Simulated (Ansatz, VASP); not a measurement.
**SiPb: VASP beside Ansatz**

File INCAR:

```
PREC = Accurate ; ENCUT = 500
EDIFF = 1E-6 ; ISMEAR = 0
SIGMA = 0.05 ; LREAL = F
LASPH = T ; NELM = 120
ALGO = Normal ; ISIF = 2
LWAVE = F ; LCHARG = T
GGA = PS ; LELF = T
LVHAR = T ; NBANDS = 16
GGA_COMPAT = F
```

The input KPOINTS:

```
Automatic mesh
0
Gamma
  6 6 6
```

File POSCAR:

```
SiPb
1.0
    3.5051401904      0.0000000000      0.0000000000
    0.0000000000      3.5051401904      0.0000000000
    0.0000000000      0.0000000000      3.5051401904
Pb Si
1 1
Direct
    0.0000000000      0.0000000000      0.0000000000
    0.5000000000      0.5000000000      0.5000000000
```

Input for Ansatz:

```yaml
crystal:
  lattice:
    - [3.5051401904, 0.0, 0.0]
    - [0.0, 3.5051401904, 0.0]
    - [0.0, 0.0, 3.5051401904]
  atoms:
    - { symbol: Pb, position: [0.0, 0.0, 0.0] }
    - { symbol: Si, position: [0.5, 0.5, 0.5] }
basis:
  ecutwfc: 420
kpoints:
  mp_grid: { grid: [6, 6, 6] }
hamiltonian:
  xc: pbesol
scf:
  occupations: { method: gaussian, width: 0.05 }
output:
  forces: true
  stress: true
  eigenvalues: true
```

Alike in both runs: task single point; functional PBEsol; k mesh 6 × 6 × 6; occupations gaussian, width 0.05 eV; no spin polarisation.

|  | VASP | Ansatz |
| --- | --- | --- |
| version | VASP 6.6.1 | Ansatz 0.2.0 |
| potentials or method | VASP PAW PBE potentials, release 64 (Pb_d, Si), cutoff 500 eV | scalar-relativistic, plane waves, PAW |
| valence electrons in the cell | 18 | 18 |

|  | VASP | Ansatz | Ansatz less VASP |
| --- | --- | --- | --- |
| gap on the k mesh at the Fermi level (eV) | none | none | - |
| pressure (GPa) | 4.5 | 4.5 | +0.03 |

VASP's potentials were made for PBE, not for PBEsol. A gap of «none» marks a metal or a gap that the smearing closes.

Neither program's run includes spin-orbit coupling.
